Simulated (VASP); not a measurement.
# PtS2 (P4_2/mmc) in VASP: a series of runs

Runs on PtS2. Level: PBE. Tasks: single point.

Everything below comes from runs of VASP 6.6.1. Logs are shortened: lines on timing, memory, paths and dates and some standing lists are left out, and cuts for length are marked.

## 1. The cell of the first run

Symmetry: P4_2/mmc, No. 131, tetragonal system. Conventional cell: a = 3.882 Å, b = 3.882 Å, c = 8.765 Å, α = 90.00°, β = 90.00°, γ = 90.00°. Pt (site symmetry mmm) has 4 S at 2.15 Å within 2.8 Å. Within 2.5 Å of S (site symmetry 2mm) lie 1 S at 1.86 Å and 2 Pt at 2.15 Å.

## 2. Single point, PBE, collinear spin, ferromagnetic start

INCAR reads:

```
ALGO = Normal
EDIFF = 1E-6
ENCUT = 520
GGA = PE
ISIF = 2
ISMEAR = 0
ISPIN = 2
LASPH = T
LCHARG = F
LMAXMIX = 4
LORBIT = 11
LREAL = F
LWAVE = F
MAGMOM = 1 1 0 0 0 0
NBANDS = 35
NELM = 150
PREC = Accurate
SIGMA = 0.1
```

KPOINTS reads:

```
k-points
0
Gamma
  4 4 2
```

POSCAR reads:

```
PtS2
1.0
    3.8815511900      0.0000000000      0.0000000000
    0.0000000000      3.8815511900      0.0000000000
    0.0000000000      0.0000000000      8.7645526500
Pt S
2 4
Direct
    0.5000000000      0.0000000000      0.0000000000
    0.0000000000      0.5000000000      0.5000000000
    0.5000000000      0.5000000000      0.8938480700
    0.5000000000      0.5000000000      0.6061519300
    0.5000000000      0.5000000000      0.1061519300
    0.5000000000      0.5000000000      0.3938480700
```

Potentials or basis: VASP PAW PBE potentials, release 64 (Pt, S).

Launch:

```console
$ cat potpaw_PBE.64/Pt/POTCAR potpaw_PBE.64/S/POTCAR > POTCAR
$ mpirun -np 1 vasp_std > vasp.out
```

OUTCAR:

```text
EDIFF = 1E-6
   ENCUT = 520
   GGA = PE
   ISIF = 2
   ISMEAR = 0
   ISPIN = 2
   LASPH = T
   LORBIT = 11
   LREAL = F
   NELM = 150
   PREC = Accurate

 ion  position               nearest neighbor table
   1  0.500  0.000  0.000-   3 2.15   5 2.15   3 2.15   5 2.15
   2  0.000  0.500  0.500-   4 2.15   6 2.15   4 2.15   6 2.15
   3  0.500  0.500  0.894-   5 1.86   1 2.15   1 2.15   4 2.52
   4  0.500  0.500  0.606-   6 1.86   2 2.15   2 2.15   3 2.52
   5  0.500  0.500  0.106-   3 1.86   1 2.15   1 2.15   6 2.52
   6  0.500  0.500  0.394-   4 1.86   2 2.15   2 2.15   5 2.52

  LATTYP: Found a simple tetragonal cell.
 ALAT       =     3.8815511900
 C/A-ratio  =     2.2580025925

  Lattice vectors:

 A1 = (   3.8815511900,   0.0000000000,   0.0000000000)
 A2 = (   0.0000000000,   3.8815511900,   0.0000000000)
 A3 = (   0.0000000000,   0.0000000000,   8.7645526500)

Analysis of symmetry for initial positions (statically):
=====================================================================
 Subroutine PRICEL returns:
 Original cell was already a primitive cell.

 Routine SETGRP: Setting up the symmetry group for a
 simple tetragonal supercell.

 Subroutine GETGRP returns: Found 16 space group operations
 (whereof  8 operations were pure point group operations)
 out of a pool of 16 trial point group operations.

The static configuration has the point symmetry D_2h.
 The point group associated with its full space group is D_4h.

Analysis of symmetry for dynamics (positions and initial velocities):
=====================================================================
 Subroutine PRICEL returns:
 Original cell was already a primitive cell.

 Routine SETGRP: Setting up the symmetry group for a
 simple tetragonal supercell.

 Subroutine GETGRP returns: Found 16 space group operations
 (whereof  8 operations were pure point group operations)
 out of a pool of 16 trial point group operations.

The dynamic configuration has the point symmetry D_2h.
 The point group associated with its full space group is D_4h.

Analysis of structural, dynamic, and magnetic symmetry:
=====================================================================
 Subroutine PRICEL returns:
 Original cell was already a primitive cell.

 Routine SETGRP: Setting up the symmetry group for a
 simple tetragonal supercell.

 Subroutine GETGRP returns: Found 16 space group operations
 (whereof  8 operations were pure point group operations)
 out of a pool of 16 trial point group operations.

The overall configuration has the point symmetry D_2h.
 The point group associated with its full space group is D_4h.

 Subroutine INISYM returns: Found 16 space group operations
 (whereof  8 operations are pure point group operations),
 and found     1 'primitive' translations

----------------------------------------------------------------------------------------

                                     Primitive cell

  volume of cell :     132.0506

  direct lattice vectors                    reciprocal lattice vectors
     3.881551190  0.000000000  0.000000000     0.257628961  0.000000000  0.000000000
     0.000000000  3.881551190  0.000000000     0.000000000  0.257628961  0.000000000
     0.000000000  0.000000000  8.764552650     0.000000000  0.000000000  0.114095954

  length of vectors
     3.881551190  3.881551190  8.764552650     0.257628961  0.257628961  0.114095954

  position of ions in fractional coordinates (direct lattice)
     0.500000000  0.000000000  0.000000000
     0.000000000  0.500000000  0.500000000
     0.500000000  0.500000000  0.893848070
     0.500000000  0.500000000  0.606151930
     0.500000000  0.500000000  0.106151930
     0.500000000  0.500000000  0.393848070

  ion indices of the primitive-cell ions
   primitive index   ion index
                 1           1
                 2           2
                 3           3
                 4           4
                 5           5
[... 35 lines left out ...]
  0.500000  0.500000  0.000000      1.000000
  0.000000  0.000000  0.500000      1.000000
  0.250000  0.000000  0.500000      4.000000
  0.500000  0.000000  0.500000      2.000000
  0.250000  0.250000  0.500000      4.000000
  0.500000  0.250000  0.500000      4.000000
  0.500000  0.500000  0.500000      1.000000
   k-points           NKPTS =     12   k-points in BZ     NKDIM =     12   number of bands    NBANDS=     35
   number of dos      NEDOS =    301   number of ions     NIONS =      6
   total plane-waves  NPLWV =  63000
   dimension x,y,z NGX =    30 NGY =   30 NGZ =   70
   dimension x,y,z NGXF=    60 NGYF=   60 NGZF=  140
   ions per type =               2   4
   NGX,Y,Z   is equivalent  to a cutoff of  12.85, 12.85, 13.28 a.u.
   NGXF,Y,Z  is equivalent  to a cutoff of  25.70, 25.70, 26.56 a.u.
 SYSTEM =  unknown system
   PREC   = accura    normal or accurate (medium, high low for compatibility)
   ISTART =      0    job   : 0-new  1-cont  2-samecut
   ICHARG =      2    charge: 1-file 2-atom 10-const
   ISPIN  =      2    spin polarized calculation?
   LNONCOLLINEAR =      F non collinear calculations
   LSORBIT =      F    spin-orbit coupling
   LASPH  =      T    aspherical Exc in radial PAW
   ENCUT  =  520.0 eV  38.22 Ry    6.18 a.u.   7.22  7.22 16.30*2*pi/ulx,y,z
   NELM   =    150;   NELMIN=  2; NELMDL= -5     # of ELM steps
   EDIFF  = 0.1E-05   stopping-criterion for ELM
   LREAL  =      F    real-space projection
   EDIFFG = 0.1E-04   stopping-criterion for IOM
   NSW    =      0    number of steps for IOM
   IBRION =     -1    ionic relax: 0-MD 1-quasi-New 2-CG
   NFREE  =      0    steps in history (QN), initial steepest desc. (CG)
   ISIF   =      2    stress and relaxation
   ISYM   =      2    0-nonsym 1-usesym 2-fastsym
   POTIM  = 0.5000    time-step for ionic-motion
   TEBEG  =    0.0;   TEEND  =   0.0 temperature during run
   PSTRESS=    0.0 pullay stress
   NELECT =      44.0000    total number of electrons
   NUPDOWN=      -1.0000    fix difference up-down
   EMIN   =  10.00;   EMAX   =-10.00  energy-range for DOS
   EFERMI =   0.00;   METHOD = LEGACY
   ISMEAR =     0;   SIGMA  =   0.10  broadening in eV -4-tet -1-fermi 0-gaus
   EFERMI_NEDOS =   21; number of points for ismear=-14 and -15
   IALGO  =     38    algorithm
   IMIX   =      4    mixing-type and parameters
     AMIX     =   0.40;   BMIX     =  1.00
     AMIX_MAG =   1.60;   BMIX_MAG =  1.00
  volume/ion in A,a.u.               =      22.01       148.52
  Fermi-wavevector in a.u.,A,eV,Ry     =   1.134956  2.144755 17.525998  1.288125
  Thomas-Fermi vector in A             =   2.271660
   LORBIT       =     11    0 simple, 1 ext, 2 COOP (PROOUT), +10 PAW based schemes
   GGA     = PE    functional components
   LHFCALC =     F    Hartree Fock is set to
   AEXX    =    0.0000 exact exchange contribution
   IVDW    =     0    specifies the selected vdW correction
   LEPSILON=     F    determine dielectric tensor
   LRPA    =     F    only Hartree local field effects (RPA)
 spin polarized calculation
 Gauss-broadening in eV      SIGMA  =   0.10
  energy-cutoff  :      520.00
  volume of cell :      132.05
 maximum number of plane-waves:      3578
 NGX is ok and might be reduce to    30
   NGX = 15   NGY = 15   NGZ = 33

 number of electron      43.9999996 magnetization       0.2024573

 number of electron      43.9999996 magnetization      -0.0051049

 Free energy of the ion-electron system (eV)
  ---------------------------------------------------
  ext. energy  EPLUGINS =         0.00000000
  ---------------------------------------------------
  free energy    TOTEN  =       -22.65870879 eV

  energy without entropy =      -22.63338963  energy(sigma->0) =      -22.64604921

 E-fermi :   5.0269     XC(G=0):  -9.2403

 val. band max:        5.0174301293   @ k =   0.2500   0.0000   0.0000
 cond. band min:       5.0617103602   @ k =   0.2500   0.0000   0.5000
 fundamental gap:      0.0442802309
 Fermi energy:         5.0268631786

 spin component 1

 k-point     1 :       0.0000    0.0000    0.0000
  band No.  band energies     occupation
      1     -14.4255      1.00000
      2     -14.1552      1.00000
      3      -8.0490      1.00000
      4      -5.5523      1.00000
      5      -4.2245      1.00000
      6      -2.8488      1.00000
[... 433 lines left out ...]
     33      13.6195      0.00000
     34      13.6195      0.00000
 Fermi energy:         5.0268631786

 spin component 2

 k-point     1 :       0.0000    0.0000    0.0000
  band No.  band energies     occupation
      1     -14.4259      1.00000
      2     -14.1556      1.00000
      3      -8.0499      1.00000
      4      -5.5533      1.00000
      5      -4.2249      1.00000
      6      -2.8490      1.00000
[... 433 lines left out ...]
     33      13.6189      0.00000
     34      13.6189      0.00000
 [bands above 34 left out]

------------------------ aborting loop because EDIFF is reached ----------------------------------------

  FORCE on cell =-STRESS in cart. coord.  units (eV):
  Direction    XX          YY          ZZ          XY          YZ          ZX
  --------------------------------------------------------------------------------------
  -------------------------------------------------------------------------------------
  Total       19.4564748     19.4564748     41.5260706     -0.0000000      0.0000000      0.0000000
  in kB      236.0664933    236.0664933    503.8381288     -0.0000000      0.0000000      0.0000000
  external PRESSURE =     325.3237052 kB  Pullay stress =       0.0000000 kB

 VOLUME and BASIS-vectors are now :
 -----------------------------------------------------------------------------
  energy-cutoff  :      520.00
  volume of cell :      132.05
      direct lattice vectors                 reciprocal lattice vectors
     3.881551190  0.000000000  0.000000000     0.257628961  0.000000000  0.000000000
     0.000000000  3.881551190  0.000000000     0.000000000  0.257628961  0.000000000
     0.000000000  0.000000000  8.764552650     0.000000000  0.000000000  0.114095954

 POSITION                                       TOTAL-FORCE (eV/Angst)
 -----------------------------------------------------------------------------------
      1.94078      0.00000      0.00000         0.000000      0.000000      0.000000
      0.00000      1.94078      4.38228         0.000000      0.000000      0.000000
      1.94078      1.94078      7.83418        -0.000000      0.000000     -8.628214
      1.94078      1.94078      5.31265         0.000000     -0.000000      8.628214
      1.94078      1.94078      0.93037         0.000000      0.000000      8.628214
      1.94078      1.94078      3.45190         0.000000     -0.000000     -8.628214
 -----------------------------------------------------------------------------------
    total drift:                                0.000000      0.000000      0.000000

  FREE ENERGIE OF THE ION-ELECTRON SYSTEM (eV)
  ---------------------------------------------------
  free  energy   TOTEN  =       -22.6587087937 eV

  energy  without entropy=      -22.6333896284  energy(sigma->0) =      -22.64604921

 total charge

# of ion       s       p       d       tot
------------------------------------------
    1        0.753   0.726   8.455   9.934
    2        0.753   0.726   8.455   9.934
    3        1.358   2.438   0.000   3.796
    4        1.358   2.438   0.000   3.796
    5        1.358   2.438   0.000   3.796
    6        1.358   2.438   0.000   3.796
--------------------------------------------------
tot          6.937  11.205  16.909  35.052

 magnetization (x)

# of ion       s       p       d       tot
------------------------------------------
    1        0.000   0.000  -0.001  -0.001
    2        0.000   0.000  -0.001  -0.001
    3       -0.000  -0.000   0.000  -0.000
    4       -0.000  -0.000   0.000  -0.000
    5       -0.000  -0.000   0.000  -0.000
    6       -0.000  -0.000   0.000  -0.000
--------------------------------------------------
tot         -0.000  -0.002  -0.001  -0.003
```

Wall time 91 s (1 thread of Intel Xeon 6975P-C (Granite Rapids), shared host); peak memory 0.31 GiB.

Results:

| Item | Value |
| --- | --- |
| Free energy | -22.6587 eV |
| Pressure | 32.5 GPa |
| Largest force | 8.628 eV/Å |
| Band gap on the k mesh | zero (filled and empty bands overlap) |
| Net moment | -0.01 μB per cell |
| Valence electrons inside the program's atomic spheres | Pt 9.93; S 3.80 |

Forces on the atoms (eV/Å):
```
Pt   0.000  0.000  0.000
Pt   0.000  0.000  0.000
S    0.000  0.000 -8.628
S    0.000  0.000  8.628
S    0.000  0.000  8.628
S    0.000  0.000 -8.628
```

Stress tensor (GPa, compression positive):
```
23.61  0.00  0.00
 0.00 23.61  0.00
 0.00  0.00 50.38
```

Caveat: the k points lie up to 0.40 Å⁻¹ apart; spin-orbit coupling is left out, which moves the levels of the heavy elements; forces of over 1 eV/Å act on the atoms, so gaps and moduli don't describe the material at rest.

## 3. Single point, PBE, collinear spin, ferromagnetic start

This run uses another cell than the first one, of 22.62 Å³/atom, 1.028 times its volume.

INCAR reads:

```
ALGO = Normal
EDIFF = 1E-7
ENCUT = 520
GGA = PE
ISIF = 2
ISMEAR = 0
ISPIN = 2
LASPH = T
LCHARG = T
LELF = T
LMAXMIX = 4
LORBIT = 11
LREAL = F
LVHAR = T
LWAVE = F
MAGMOM = 1 1 0 0 0 0
NBANDS = 35
NELM = 150
PREC = Accurate
SIGMA = 0.1
```

KPOINTS is that of step 2.

POSCAR reads:

```
PtS2
1.0
    3.7441605461      0.0000000000      0.0000000000
    0.0000000000      3.7441605461      0.0000000000
    0.0000000000      0.0000000000      9.6807584466
Pt S
2 4
Direct
    0.5000000000      0.0000000000      0.0000000000
    0.0000000000      0.5000000000      0.5000000000
    0.5000000000      0.5000000000      0.8543408399
    0.5000000000      0.5000000000      0.6456591601
    0.5000000000      0.5000000000      0.1456591601
    0.5000000000      0.5000000000      0.3543408399
```

Potentials or basis: VASP PAW PBE potentials, release 64 (Pt, S).

Launch:

```console
$ cat potpaw_PBE.64/Pt/POTCAR potpaw_PBE.64/S/POTCAR > POTCAR
$ mpirun -np 1 vasp_std > vasp.out
```

Run time: 73 s. Hardware: 1 thread of Intel Xeon 6975P-C (Granite Rapids), shared host; peak memory 0.3 GiB.

The run converged. Its results:

- Free energy: -28.4888 eV
- Pressure: -0.2 GPa
- Largest force: 0.082 eV/Å
- Band gap on the k mesh: zero (filled and empty bands overlap)
- Net moment: 0.00 μB per cell
- Valence electrons inside the program's atomic spheres: Pt 9.33; S 3.63

Forces in eV/Å, atoms in the order of the input:
```
Pt   0.000  0.000  0.000
Pt   0.000  0.000  0.000
S    0.000  0.000 -0.082
S    0.000  0.000  0.082
S    0.000  0.000  0.082
S    0.000  0.000 -0.082
```

Stress tensor (GPa, compression positive):
```
-0.06  0.00  0.00
 0.00 -0.06  0.00
 0.00  0.00 -0.42
```

Levels at points of the mesh, in eV from the Fermi level:
Spin up:
```tsv
k point	band 19	band 20	band 21	band 22	band 23	band 24	band 25	band 26
(0.00, 0.00, 0.00)	-1.43	-1.43	-0.31	-0.31	0.76	3.21	3.21	3.90
(0.50, 0.00, 0.00)	-1.59	-1.02	-0.12	0.07	0.59	1.14	3.09	3.32
(0.50, 0.50, 0.00)	-1.18	-0.84	-0.84	-0.17	-0.17	0.68	1.35	2.36
(0.00, 0.00, 0.50)	-2.15	-2.15	0.44	0.44	2.42	2.42	2.55	2.55
(0.50, 0.00, 0.50)	-1.18	-0.58	-0.56	-0.25	-0.18	2.72	3.24	3.91
(0.50, 0.50, 0.50)	-0.70	-0.70	-0.46	-0.46	0.02	0.02	2.80	2.80
```
Spin down:
```csv
k point,band 18,band 19,band 20,band 21,band 22,band 23,band 24,band 25,band 26,band 27
"(0.00, 0.00, 0.00)",-2.15,-1.43,-1.43,-0.31,-0.31,0.76,3.21,3.21,3.90,4.31
"(0.50, 0.00, 0.00)",-1.99,-1.59,-1.02,-0.12,0.07,0.59,1.14,3.09,3.32,5.61
"(0.50, 0.50, 0.00)",-1.46,-1.18,-0.84,-0.84,-0.17,-0.17,0.68,1.35,2.36,3.41
"(0.00, 0.00, 0.50)",-2.38,-2.15,-2.15,0.44,0.44,2.42,2.42,2.55,2.55,4.49
"(0.50, 0.00, 0.50)",-1.99,-1.18,-0.58,-0.56,-0.25,-0.18,2.72,3.24,3.91,4.61
"(0.50, 0.50, 0.50)",-2.29,-0.70,-0.70,-0.46,-0.46,0.02,0.02,2.80,2.80,3.89
```

Caveat: the k points lie up to 0.42 Å⁻¹ apart; spin-orbit coupling is left out, which moves the levels of the heavy elements.
